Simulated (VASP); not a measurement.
# TiH (I4mm) in VASP: further runs, part 2 of 2

VASP 6.6.1. The steps go on from the part before.

### Step 4. Single point, r2SCAN (all Ti atoms moved -0.050 Å, as atom 1 along Cartesian [0 0 1])

File POSCAR:

```
TiH
1.0
    0.0000000000      2.0896972200      2.0896972200
    2.0896972200      0.0000000000      2.0896972200
    2.0896972200      2.0896972200      0.0000000000
Ti H
1 1
Direct
   -0.0119634556     -0.0119634556      0.0119634556
    0.5000000000      0.5000000000      0.5000000000
```

File INCAR.step1:

```
PREC = Accurate
ENCUT = 520
ISMEAR = 0
SIGMA = 0.15
LREAL = F
LASPH = T
NELM = 100
NBANDS = 14
GGA = PE
ALGO = Normal
EDIFF = 1E-4
LWAVE = T
LCHARG = F
```

File INCAR.step2:

```
PREC = Accurate
ENCUT = 520
EDIFF = 1E-6
ISMEAR = 0
SIGMA = 0.15
LREAL = F
LASPH = T
NELM = 100
ALGO = Normal
ISIF = 2
LWAVE = F
LCHARG = T
METAGGA = R2SCAN
LMIXTAU = T
LELF = T
LVHAR = T
NBANDS = 14
ISTART = 1
```

File KPOINTS:

```
Automatic mesh
0
Gamma
  20 20 20
```

Potentials or basis: VASP PAW PBE potentials, release 64 (Ti_sv, H).

Command:

```
$ cat potpaw_PBE.64/Ti_sv/POTCAR potpaw_PBE.64/H/POTCAR > POTCAR
$ cp INCAR.step1 INCAR
$ mpirun -np 1 vasp_std > vasp.out
$ cp INCAR.step2 INCAR
$ mpirun -np 1 vasp_std > vasp.out
```

OUTCAR:

```text
PREC = Accurate
   ENCUT = 520
   EDIFF = 1E-6
   ISMEAR = 0
   LREAL = F
   LASPH = T
   NELM = 100
   ISIF = 2
   METAGGA = R2SCAN
   ISTART = 1

 ion  position               nearest neighbor table
   1  0.988  0.988  0.012-
   2  0.500  0.500  0.500-

  LATTYP: Found a face centered cubic cell.
 ALAT       =     4.1793944400

  Lattice vectors:

 A1 = (   0.0000000000,   2.0896972200,   2.0896972200)
 A2 = (   2.0896972200,   0.0000000000,   2.0896972200)
 A3 = (   2.0896972200,   2.0896972200,   0.0000000000)

Analysis of symmetry for initial positions (statically):
=====================================================================
 Subroutine PRICEL returns:
 Original cell was already a primitive cell.

 Routine SETGRP: Setting up the symmetry group for a
 face centered cubic supercell.

 Subroutine GETGRP returns: Found  8 space group operations
 (whereof  8 operations were pure point group operations)
 out of a pool of 48 trial point group operations.

The static configuration has the point symmetry C_4v.

Analysis of symmetry for dynamics (positions and initial velocities):
=====================================================================
 Subroutine PRICEL returns:
 Original cell was already a primitive cell.

 Routine SETGRP: Setting up the symmetry group for a
 face centered cubic supercell.

 Subroutine GETGRP returns: Found  8 space group operations
 (whereof  8 operations were pure point group operations)
 out of a pool of 48 trial point group operations.

The dynamic configuration has the point symmetry C_4v.

 Subroutine INISYM returns: Found  8 space group operations
 (whereof  8 operations are pure point group operations),
 and found     1 'primitive' translations

----------------------------------------------------------------------------------------

                                     Primitive cell
[... 119 lines left out ...]
   IVDW    =     0    specifies the selected vdW correction
   LEPSILON=     F    determine dielectric tensor
   LRPA    =     F    only Hartree local field effects (RPA)
 non-spin polarized calculation
 Gauss-broadening in eV      SIGMA  =   0.15
  energy-cutoff  :      520.00
  volume of cell :       18.25
 maximum number of plane-waves:       531
 NGX is ok and might be reduce to    24
   NGX = 11   NGY = 11   NGZ = 11

 number of electron      13.0000003 magnetization

 Free energy of the ion-electron system (eV)
  ---------------------------------------------------
  ext. energy  EPLUGINS =         0.00000000
  ---------------------------------------------------
  free energy    TOTEN  =       -17.14249469 eV

  energy without entropy =      -17.12505205  energy(sigma->0) =      -17.13377337

 E-fermi :   8.8755     XC(G=0): -12.8184

 val. band max:        8.8729133985   @ k =   0.3500   0.0500  -0.4500
 cond. band min:       8.8801176156   @ k =   0.4000   0.3000   0.0500
 fundamental gap:      0.0072042170
 Fermi energy:         8.8755436483

 k-point     1 :       0.0000    0.0000    0.0000
  band No.  band energies     occupation
      1     -50.2063      2.00000
      2     -25.0934      2.00000
      3     -25.0933      2.00000
      4     -25.0932      2.00000
      5      -1.2421      2.00000
      6       9.5823      0.00000
      7       9.5823      0.00000
      8       9.5836      0.00000
      9      11.3896      0.00000
     10      11.3928      0.00000
     11      19.7737      0.00000
     12      23.7699      0.00000
     13      25.8991      0.00000
     14      25.8992      0.00000
[... 377 lines left out ...]
      1     -50.1210      2.00000
      2     -25.5837      2.00000
      3     -25.1622      2.00000
      4     -25.1535      2.00000
      5       1.5429      2.00000
      6       7.2365      2.00000
      7       9.4958      0.00000
      8       9.6464      0.00000
      9      11.6263      0.00000
     10      11.9550      0.00000
     11      15.9042      0.00000
     12      20.8689      0.00000
     13      26.4765      0.00000
     14      28.6304      0.00000

 [... further k-points ...]

------------------------ aborting loop because EDIFF is reached ----------------------------------------

  FORCE on cell =-STRESS in cart. coord.  units (eV):
  Direction    XX          YY          ZZ          XY          YZ          ZX
  --------------------------------------------------------------------------------------
  -------------------------------------------------------------------------------------
  Total       -0.0152861     -0.0152861      0.0518934      0.0000000      0.0000000     -0.0000000
  in kB       -1.3419251     -1.3419251      4.5555678      0.0000000      0.0000000     -0.0000000
  external PRESSURE =       0.6239059 kB  Pullay stress =       0.0000000 kB

 VOLUME and BASIS-vectors are now :
 -----------------------------------------------------------------------------
  energy-cutoff  :      520.00
  volume of cell :       18.25
      direct lattice vectors                 reciprocal lattice vectors
     0.000000000  2.089697220  2.089697220    -0.239269113  0.239269113  0.239269113
     2.089697220  0.000000000  2.089697220     0.239269113 -0.239269113  0.239269113
     2.089697220  2.089697220  0.000000000     0.239269113  0.239269113 -0.239269113

 POSITION                                       TOTAL-FORCE (eV/Angst)
 -----------------------------------------------------------------------------------
      2.08970      2.08970      4.12939         0.000000      0.000000      0.165196
      2.08970      2.08970      2.08970         0.000000      0.000000     -0.165196
 -----------------------------------------------------------------------------------
    total drift:                               -0.000000     -0.000000      0.000564

  FREE ENERGIE OF THE ION-ELECTRON SYSTEM (eV)
  ---------------------------------------------------
  free  energy   TOTEN  =       -17.1424946892 eV

  energy  without entropy=      -17.1250520519  energy(sigma->0) =      -17.13377337
```

OUTCAR.step1:

```text
PREC = Accurate
   ENCUT = 520
   ISMEAR = 0
   LREAL = F
   LASPH = T
[... 629 lines left out ...]
 -----------------------------------------------------------------------------------
      2.08970      2.08970      4.12939         0.000000      0.000000      0.149640
      2.08970      2.08970      2.08970         0.000000      0.000000     -0.149640
 -----------------------------------------------------------------------------------
    total drift:                                0.000000      0.000000     -0.000132

  FREE ENERGIE OF THE ION-ELECTRON SYSTEM (eV)
  ---------------------------------------------------
  free  energy   TOTEN  =       -11.8709483361 eV

  energy  without entropy=      -11.8500194155  energy(sigma->0) =      -11.86048388
```

OSZICAR.step1:

```text
N       E                     dE             d eps       ncg     rms          rms(c)
DAV:   1     0.926399952307E+02    0.92640E+02   -0.63131E+03 18000   0.107E+03
DAV:   2    -0.884308459634E+01   -0.10148E+03   -0.97650E+02 18650   0.294E+02
DAV:   3    -0.133373934610E+02   -0.44943E+01   -0.44379E+01 23778   0.615E+01
DAV:   4    -0.134269503372E+02   -0.89557E-01   -0.89414E-01 20284   0.778E+00
DAV:   5    -0.134290758081E+02   -0.21255E-02   -0.21253E-02 21108   0.105E+00    0.108E+01
DAV:   6    -0.118926522332E+02    0.15364E+01   -0.19864E+00 20306   0.236E+01    0.237E+00
DAV:   7    -0.118668421456E+02    0.25810E-01   -0.14861E-01 21072   0.318E+00    0.129E+00
DAV:   8    -0.118702567477E+02   -0.34146E-02   -0.35064E-02 19278   0.219E+00    0.303E-01
DAV:   9    -0.118709409302E+02   -0.68418E-03   -0.35947E-03 21776   0.615E-01    0.114E-01
DAV:  10    -0.118709483361E+02   -0.74059E-05   -0.17229E-04 18268   0.171E-01
   1 F= -.11870948E+02 E0= -.11860484E+02  d E =-.209289E-01
```

Run time: 11 min. Hardware: 1 thread of Intel Xeon 8259CL, shared host; peak memory 0.29 GiB.

What came out:

```
Free energy            : -17.1425 eV
Pressure               : 0.1 GPa
Largest force          : 0.165 eV/Å
Band gap on the k mesh : zero (an odd number of electrons rules out a gap without spin polarisation)
```

Forces in eV/Å, atoms in the order of the input:
```
Ti   0.000  0.000  0.165
H    0.000  0.000 -0.165
```

Stress tensor (GPa, compression positive):
```
-0.13  0.00  0.00
 0.00 -0.13  0.00
 0.00  0.00  0.46
```

Caveat: the cell differs from its parent crystal (all Ti atoms moved -0.050 Å, as atom 1 along Cartesian [0 0 1]); the PAW data sets were made with another functional, which shifts forces and pressure a little.

### Step 5. The runs side by side

| cell | gap on the mesh (eV) | pressure (GPa) | largest force (eV/Å) |
| --- | --- | --- | --- |
| as given, atomic positions A | none | 0.3 | 0.34 |
| as given, atomic positions B | none | 0.2 | 0.25 |
| as given, atomic positions C | none | 0.1 | 0.17 |

Alike in all rows: task single point; level r2SCAN; potentials or basis VASP PAW PBE potentials, release 64 (Ti_sv, H); no spin polarisation; k mesh 20 × 20 × 20; cutoff (eV) 520; smearing gaussian 0.15 eV.

Caveats: the PAW data sets were made with another functional, which shifts forces and pressure a little.

Total energies depend on the potentials used, so only differences within one code and one set of settings carry meaning.
